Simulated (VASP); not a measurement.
Set up this calculation in VASP 6.6.1, as the native input.

| Quantity | Value |
| --- | --- |
| Task | single point |
| Functional | LDA |
| Potentials or basis | VASP PAW LDA potentials, release 64 (V_sv) |
| Cutoff | 520 eV |
| k mesh | 12 × 12 × 12 |
| Occupations | fermi-dirac, width 0.05 eV |
| Spin | collinear spin, ferromagnetic start |
| Starting moments | [2.0] μB |
| Dipole correction | no |
| Further INCAR settings | ALGO = Normal; EDIFF = 1e-06; NBANDS = 16 |

The structure of V lies in POSCAR:

```
V
1.0
   -1.5143500000      1.5143500000      1.5143500000
    1.5143500000     -1.5143500000      1.5143500000
    1.5143500000      1.5143500000     -1.5143500000
V
1
Direct
    0.0000000000      0.0000000000      0.0000000000
```

One way to write it, as run:

INCAR

```
SYSTEM = V
  PREC = Accurate
  ENCUT = 520
  EDIFF = 1E-6
  ISMEAR = -1
  SIGMA = 0.05
  LREAL = .FALSE.
  LASPH = .TRUE.
  NELM = 150
  ALGO = Normal
  ISIF = 2
  LWAVE = .FALSE.
  LCHARG = .TRUE.
  ISPIN = 2
  MAGMOM = 2
  LORBIT = 11
  LMAXMIX = 4
  LELF = .TRUE.
  LVHAR = .TRUE.
  NBANDS = 16
```

KPOINTS

```
Automatic mesh
0
G
  12 12 12
  0 0 0
```

Potentials or basis: VASP PAW LDA potentials, release 64 (V_sv).

Command:

```console
$ cat potpaw_LDA.64/V_sv/POTCAR > POTCAR
$ mpirun -np 1 vasp_std > vasp.out
```

Results of the run:

The pressure is -17.4 GPa. The net moment is 0.00 μB per cell and the valence electrons inside the program's atomic spheres are V 11.63.

Run time: 38 s on 1 thread of AMD EPYC 7R43 64-Core Processor (Zen 3), with other jobs on the host, peak memory 0.1 GiB.
